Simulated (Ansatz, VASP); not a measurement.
# One calculation of Ge2N, two programs

The input INCAR:

```
PREC     = Accurate       # precision mode
ENCUT    = 520            # plane-wave cutoff, eV
EDIFF    = 1E-7           # SCF threshold, eV
ISMEAR   = 0              # smearing method
SIGMA    = 0.1            # smearing width, eV
LREAL    = False          # projectors in reciprocal space
LASPH    = True           # aspherical terms in the spheres
NELM     = 80             # most SCF steps
ALGO     = Normal         # electronic algorithm
ISIF     = 2              # what is computed and relaxed
LWAVE    = False          # write WAVECAR
LCHARG   = False          # write CHGCAR
GGA      = PE             # functional
NBANDS   = 42             # bands
```

Contents of KPOINTS:

```
regular mesh
0
Gamma
  4 4 4
```

POSCAR

```
Ge2N
1.0
    5.4238986600      0.0000000000      0.0000000000
    0.0000000000      5.4238986600      0.0000000000
    0.0000000000      0.0000000000      5.2993956700
Ge N
4 2
Direct
    0.5000000000      0.0000000000      0.4171466300
    0.5000000000      0.0000000000      0.9171466300
    0.0000000000      0.5000000000      0.0828533700
    0.0000000000      0.5000000000      0.5828533700
    0.0000000000      0.0000000000      0.0000000000
    0.5000000000      0.5000000000      0.5000000000
```

Input for Ansatz:

```yaml
crystal:
  lattice:
    - [5.42389866, 0.0, 0.0]
    - [0.0, 5.42389866, 0.0]
    - [0.0, 0.0, 5.29939567]
  atoms:
    - { symbol: Ge, position: [0.5, 0.0, 0.41714663] }
    - { symbol: Ge, position: [0.5, 0.0, 0.91714663] }
    - { symbol: Ge, position: [0.0, 0.5, 0.08285337] }
    - { symbol: Ge, position: [0.0, 0.5, 0.58285337] }
    - { symbol: "N", position: [0.0, 0.0, 0.0] }
    - { symbol: "N", position: [0.5, 0.5, 0.5] }
basis:
  ecutwfc: 420
kpoints:
  mp_grid: { grid: [4, 4, 4] }
hamiltonian:
  xc: pbe
scf:
  occupations: { method: gaussian, width: 0.1 }
  lower_state_search: "off"
output:
  forces: true
  stress: true
  eigenvalues: true
```

Alike in both runs: task single point; functional PBE; k mesh 4 × 4 × 4; occupations gaussian, width 0.1 eV; no spin polarisation.

```csv
,VASP,Ansatz
version,VASP 6.6.1,Ansatz 0.2.0
potentials or method,"VASP PAW PBE potentials, release 64 (Ge_d, N), cutoff 520 eV","scalar-relativistic, plane waves, PAW"
valence electrons in the cell,66,66
```

VASP gave:

| Item | Value |
| --- | --- |
| gap on the k mesh at the Fermi level (eV) | none |
| pressure (GPa) | -11.3 |
| traceless stress, the component that is largest in VASP (GPa) | 9.48 |
| rms of the force components (eV/Å) | 0.042 |

Question: What did Ansatz give for the same quantities?

Answer: gap on the k mesh at the Fermi level (eV): none; pressure (GPa): -11.3; traceless stress, the component that is largest in VASP (GPa): 9.46; rms of the force components (eV/Å): 0.041.

Atom by atom the forces differ by 0.001 eV/Å (rms over components). A gap of «none» marks a metal or a gap that the smearing closes. With one functional, cell and mesh, what is left measures potentials, basis and numerics.
